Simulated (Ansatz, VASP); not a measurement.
SrCl2 in VASP and in Ansatz

```xyz
3
Lattice="0.0000 3.6139 3.4441 3.6139 0.0000 3.4441 3.6139 3.6139 0.0000" Properties=species:S:1:pos:R:3 pbc="T T T"
Sr    0.0000    0.0000    0.0000
Cl    1.8070    1.8070    1.7220
Cl    5.4209    5.4209    5.1661
```

Alike in both runs: task single point; functional PBE; k mesh 6 × 6 × 6; occupations gaussian, width 0.05 eV; no spin polarisation.

```csv
,VASP,Ansatz
version,VASP 6.6.1,Ansatz 0.2.0
potentials or method,"VASP PAW PBE potentials, release 64 (Sr_sv, Cl), cutoff 520 eV","scalar-relativistic, plane waves, PAW"
valence electrons in the cell,24,24
```

Ansatz gave:

```
gap on the k mesh at the Fermi level (eV)                     : 4.88
least direct gap on the mesh (eV)                             : 5.14
pressure (GPa)                                                : -0.9
traceless stress, the component that is largest in VASP (GPa) : 1.55
```

Problem. Which values does VASP return?

Solution. gap on the k mesh at the Fermi level (eV): 4.87; least direct gap on the mesh (eV): 5.14; pressure (GPa): -0.9; traceless stress, the component that is largest in VASP (GPa): 1.54.
